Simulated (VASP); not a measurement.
Runs of VASP 6.6.1 on Ca. The structure is that of space group I4/mmm (No. 139), or close to it. The cells are those of the table. 

```tsv
cell	further INCAR settings	gap on the mesh (eV)	pressure (GPa)
a = 4.311, b = 4.311, c = 3.521 Å, angles 65.9, 65.9, 48.2°, 1 atom	ALGO = Fast; EDIFF = 1e-06; NBANDS = 11	none	-1.0
a = 4.401, b = 4.401, c = 3.452 Å, angles 66.9, 66.9, 46.2°, 1 atom	ALGO = Fast; EDIFF = 1e-07; NBANDS = 11	none	-0.8
a = 3.850, b = 3.850, c = 4.293 Å, angles 56.1, 56.1, 67.8°, 1 atom	ALGO = Fast; EDIFF = 1e-07; NBANDS = 11	none	-1.2
a = 4.024, b = 4.024, c = 3.828 Å, angles 61.6, 61.6, 56.8°, 1 atom	ALGO = Fast; EDIFF = 1e-06; NBANDS = 11	none	(a)
a = 3.847, b = 3.847, c = 4.562 Å, angles 53.6, 53.6, 72.7°, 1 atom	ALGO = Fast; EDIFF = 1e-06; NBANDS = 11	none	-1.2
```

Alike in all rows: task single point; level PBEsol; potentials or basis VASP PAW PBE potentials, release 64 (Ca_sv); no spin polarisation; k mesh 16 × 16 × 16; cutoff (eV) 520; smearing gaussian 0.15 eV.

Q: Estimate the missing entries.

A: (a) -1.1.

Caveats: the PAW data sets were made with another functional, which shifts forces and pressure a little.

A gap of «none» marks levels without a gap at the run's occupations.
